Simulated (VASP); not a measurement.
Runs of VASP 6.6.1 on Na. The structure is that of space group Im-3m (No. 229), or close to it. The cells are those of the table. 

```csv
task,level,potentials or basis,spin,cell,k mesh,cutoff (eV),smearing,ions in elastic constants,gap on the mesh (eV),pressure (GPa)
single point,PBE,"VASP PAW PBE potentials, release 64 (Na_pv)",off,"a = 3.633 Å, angles 109.5°, 1 atom",9 × 9 × 9,520,methfessel-paxton 0.1 eV,-,none,-0.1
single point,PBE,"VASP PAW PBE potentials, release 64 (Na_pv)",off,"a = 3.733 Å, angles 109.5°, 1 atom",9 × 9 × 9,520,fermi-dirac 0.05 eV,-,none,(b)
single point,LDA,"VASP PAW LDA potentials, release 64 (Na_pv)",off,"a = 3.713, b = 3.749, c = 3.663 Å, angles 107.6, 108.9, 110.2°, 1 atom",9 × 9 × 9,520,gaussian 0.01 eV,-,none,-1.2
single point,PBE+D3(BJ),"VASP PAW PBE potentials, release 64 (Na_pv)","collinear, ferromagnetic start","a = 3.708 Å, angles 109.5°, 1 atom",9 × 9 × 9,520,gaussian 0.025 eV,-,none,-1.0
single point,PBEsol,"VASP PAW PBE potentials, release 64 (Na_pv)",off,"a = 2.865 Å, angles 109.5°, 1 atom",9 × 9 × 9,520,fermi-dirac 0.05 eV,-,none,19.4
single point,PBE,"VASP PAW PBE potentials, release 64 (Na_pv)",off,"a = 3.781 Å, angles 109.5°, 1 atom",9 × 9 × 9,520,fermi-dirac 0.05 eV,-,none,-0.8
single point,PBE,"VASP PAW PBE potentials, release 64 (Na_pv)",off,"a = 3.658 Å, angles 109.5°, 1 atom",9 × 9 × 9,520,methfessel-paxton 0.1 eV,-,none,-0.2
relaxation of cell and atoms,revPBE,"VASP PAW PBE potentials, release 64 (Na_pv)",off,"relaxed from a = 3.708 Å, angles 109.5°, 1 atom",9 × 9 × 9,600,fermi-dirac 0.05 eV,-,none,0.0
single point,PBEsol,"VASP PAW PBE potentials, release 64 (Na_pv)",off,"a = 3.056 Å, angles 109.5°, 1 atom",9 × 9 × 9,520,fermi-dirac 0.05 eV,-,none,10.0
single point,RPBE,"VASP PAW PBE potentials, release 64 (Na_pv)",off,"a = 3.708 Å, angles 109.5°, 1 atom",5 × 5 × 5,520,fermi-dirac 0.05 eV,-,none,(c)
single point,LDA,"VASP PAW LDA potentials, release 64 (Na_pv)",off,"a = 3.708 Å, angles 109.5°, 1 atom",9 × 9 × 9,520,fermi-dirac 0.05 eV,-,none,(a)
```

Task: Estimate the missing entries.

Result: (a) -1.1; (b) -0.6; (c) 0.1.

Caveats: some runs use coarse meshes; the PAW data sets were made with another functional, which shifts forces and pressure a little (some runs); pairwise dispersion overbinds metals, which lowers pressure and volume (some runs); the relaxation stopped at its first step, so nothing moved (some runs).

A gap of «none» marks levels without a gap at the run's occupations.
